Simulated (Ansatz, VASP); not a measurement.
# One calculation of AlNi, two programs

```
Al Ni
1.0
     0.00000   -2.89272    0.00000
     0.00000    0.00000   -2.89272
     8.67817   -0.96424   -0.96424
Al Ni
3 3
Direct
  0.75000 0.75000 0.75000
  0.97222 0.97222 0.08333
  0.86111 0.86111 0.41667
  0.19444 0.19444 0.91667
  0.41667 0.41667 0.25000
  0.30556 0.30556 0.58333
```

Alike in both runs: task single point; functional PBE; k mesh 15 × 15 × 5; occupations gaussian, width 0.15 eV; no spin polarisation.

|  | VASP | Ansatz |
| --- | --- | --- |
| version | VASP 6.6.1 | Ansatz 0.2.0 |
| potentials or method | VASP PAW PBE potentials, release 64 (Al, Ni), cutoff 520 eV | scalar-relativistic, plane waves, PAW |
| valence electrons in the cell | 39 | 63 |

|  | VASP | Ansatz | Ansatz less VASP |
| --- | --- | --- | --- |
| gap on the k mesh at the Fermi level (eV) | none | none | - |
| pressure (GPa) | 22.2 | 22.9 | +0.73 |
| traceless stress, the component that is largest in VASP (GPa) | 34.71 | 35.78 | +1.076 |
| rms of the force components (eV/Å) | 6.408 | 6.614 | +0.2059 |

Atom by atom the forces differ by 0.206 eV/Å (rms over components). A gap of «none» marks a metal or a gap that the smearing closes. VASP's potentials hold 39 valence electrons a cell and Ansatz's 63, so a difference there can come from the potentials and not from the codes.
